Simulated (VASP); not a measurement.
The system is Zr.

```
Zr
1.0
     3.23200    0.00000    0.00000
    -1.61600    2.79899    0.00000
     0.00000    0.00000    5.14700
Zr
2
Direct
  0.33333 0.66667 0.25000
  0.66667 0.33333 0.75000
```

```yaml
Program: VASP 6.6.1
Task: relaxation of cell and atoms
Functional: LDA
Potentials_or_basis: VASP PAW LDA potentials, release 64 (Zr_sv)
Cutoff: 600 eV
k_mesh: 18 × 18 × 10
Occupations: methfessel-paxton, width 0.1 eV
Spin: no spin polarisation
```

At the start: pressure -6.0 GPa; volume 23.28 Å³/atom.

Task: How do energy, volume and symmetry change on relaxing?

Result: Over 6 steps the energy falls by 29.1 meV/atom and the volume is 21.80 Å³/atom (-6.4 %); space group P6_3/mmc (No. 194, to 0.1 Å) before and after.

The path:
| step | energy change (eV) | largest force (eV/Å) | pressure (GPa) | volume (Å³) |
| --- | --- | --- | --- | --- |
| 1 | 0.0000 | 0.0000 | -6.03 | 46.56 |
| 2 | 0.0042 | 0.0000 | 7.53 | 40.90 |
| 3 | -0.0574 | 0.0000 | -0.06 | 43.68 |
| 4 | -0.0574 | 0.0000 | 0.07 | 43.63 |
| 5 | -0.0580 | 0.0000 | 0.06 | 43.61 |
| 6 | -0.0583 | 0.0000 | 0.04 | 43.60 |

Final structure:
```yaml
crystal:
  lattice:
    - [3.14925, 0.00000, 0.00000]
    - [-1.57462, 2.72733, 0.00000]
    - [0.00000, 0.00000, 5.07607]
  atoms:
    - { symbol: Zr, position: [0.33333, 0.66667, 0.25000] }
    - { symbol: Zr, position: [0.66667, 0.33333, 0.75000] }
```
